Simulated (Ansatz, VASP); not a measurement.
**CdS: VASP beside Ansatz**

```
Cd S
1.0
     0.00000    2.91257    2.91257
     2.91257    0.00000    2.91257
     2.91257    2.91257    0.00000
Cd S
1 1
Direct
  0.00000 0.00000 0.00000
  0.25000 0.25000 0.25000
```

Alike in both runs: functional PBEsol; k mesh 8 × 8 × 8; occupations gaussian, width 0.02 eV; no spin polarisation.

Ansatz relaxed the structure, and its values are those at the end. VASP's run is a single point on that final structure, the one shown.

|  | VASP | Ansatz |
| --- | --- | --- |
| version | VASP 6.6.1 | Ansatz 0.2.0 |
| potentials or method | VASP PAW PBE potentials, release 64 (Cd, S), cutoff 500 eV | scalar-relativistic, plane waves, PAW |
| valence electrons in the cell | 18 | 26 |

```csv
,VASP,Ansatz,Ansatz less VASP
gap on the k mesh at the Fermi level (eV),1.02,1.01,-0.006
least direct gap on the mesh (eV),1.02,1.01,-0.006
pressure (GPa),0.4,0.0,-0.37
```

VASP's potentials were made for PBE, not for PBEsol, and Ansatz warns of the same on its side. VASP's potentials hold 18 valence electrons a cell and Ansatz's 26, so a difference there can come from the potentials and not from the codes.
